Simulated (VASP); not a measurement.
Li: single point with PBE

The system is Li.

```xyz
2
Lattice="3.0262 0.0000 0.0000 -1.5131 2.6208 0.0000 0.0000 0.0000 4.9565" Properties=species:S:1:pos:R:3 pbc="T T T"
Li    0.0000    1.7472    1.2391
Li    1.5131    0.8736    3.7174
```

* Program: VASP 6.6.1
* Task: single point
* Functional: PBE
* Potentials or basis: VASP PAW PBE potentials, release 64 (Li_sv)
* Cutoff: 520 eV
* k mesh: 15 × 15 × 8
* Occupations: fermi-dirac, width 0.1 eV
* Spin: no spin polarisation

The band gap on the k mesh is zero (band 3 reaches 2.92 eV, above the bottom of band 4 at -1.77 eV).

Levels at points of the mesh, in eV from the Fermi level:
```
           k point  band 1  band 2  band 3  band 4  band 5  band 6  band 7  band 8
(0.00, 0.00, 0.00)  -46.47  -46.45   -3.60   -0.04    3.00   12.76   12.76   14.18
(0.00, 0.00, 0.50)  -46.46  -46.46   -2.48   -2.48    8.11    8.11   13.69   13.69
```

It took 11 s on 1 thread of Intel(R) Xeon(R) 6975P-C (Granite Rapids), on a shared host, peak memory 0.17 GiB.
